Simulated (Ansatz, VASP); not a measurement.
Ta in VASP and in Ansatz

The input INCAR:

```
SYSTEM = Ta
ALGO = Fast ; EDIFF = 1E-6
EDIFFG = -0.001 ; ENCUT = 600
IBRION = 2 ; ISIF = 3
ISMEAR = -1 ; LASPH = .True.
LCHARG = .False. ; LREAL = .False.
LWAVE = .False. ; NELM = 60
NSW = 80 ; PREC = Accurate
SIGMA = 0.15
```

File KPOINTS:

```
k-points
0
Gamma
  16 16 16
  0 0 0
```

Contents of POSCAR:

```
Ta
1.0
   -1.6263540845      1.6263540845      1.6263540845
    1.6263540845     -1.6263540845      1.6263540845
    1.6263540845      1.6263540845     -1.6263540845
Ta
1
Direct
    0.0000000000      0.0000000000      0.0000000000
```

Input for Ansatz:

```yaml
crystal:
  lattice:
    - [-1.6263540842, 1.6263540842, 1.6263540842]
    - [1.6263540842, -1.6263540842, 1.6263540842]
    - [1.6263540842, 1.6263540842, -1.6263540842]
  atoms:
    - { symbol: Ta, position: [0.0, 0.0, 0.0] }
basis:
  ecutwfc: 420
kpoints:
  mp_grid: { grid: [16, 16, 16] }
hamiltonian:
  xc: lda
  pseudopotentials: { kind: paw, azcp: { folder: soft_1 } }
scf:
  occupations: { method: fermi_dirac, width: 0.15 }
output:
  forces: true
  stress: true
  eigenvalues: true
relax:
  adjacent_minimum: "off"
  f_tol: 0.001
  max_steps: 60
  cell: { stress_tol: 0.01 }
```

Alike in both runs: task relaxation of cell and atoms; functional LDA; k mesh 16 × 16 × 16; occupations fermi-dirac, width 0.15 eV; no spin polarisation.

|  | VASP | Ansatz |
| --- | --- | --- |
| version | VASP 6.6.1 | Ansatz 0.2.0 |
| potentials or method | VASP PAW LDA potentials, release 64 (Ta_pv), cutoff 600 eV | scalar-relativistic, plane waves, PAW |
| valence electrons in the cell | 11 | 13 |

Ansatz gave:

| Quantity | Value |
| --- | --- |
| gap on the k mesh at the Fermi level, each at its own relaxed structure (eV) | none |
| relaxed volume (Å³/atom) | 17.25 |
| relaxed cell length with the largest relative difference (Å) | 2.819 |

Task: Estimate VASP's values.

Result: gap on the k mesh at the Fermi level, each at its own relaxed structure (eV): none; relaxed volume (Å³/atom): 17.32; relaxed cell length with the largest relative difference (Å): 2.823.

Ansatz warns that its potentials were made for another functional, while VASP's fit it. LDA's correlation is that of Perdew and Zunger in VASP and of Perdew and Wang (1992) in Ansatz. A gap of «none» marks a metal or a gap that the smearing closes. VASP's potentials hold 11 valence electrons a cell and Ansatz's 13, so a difference there can come from the potentials and not from the codes.

Spin-orbit coupling is off throughout.
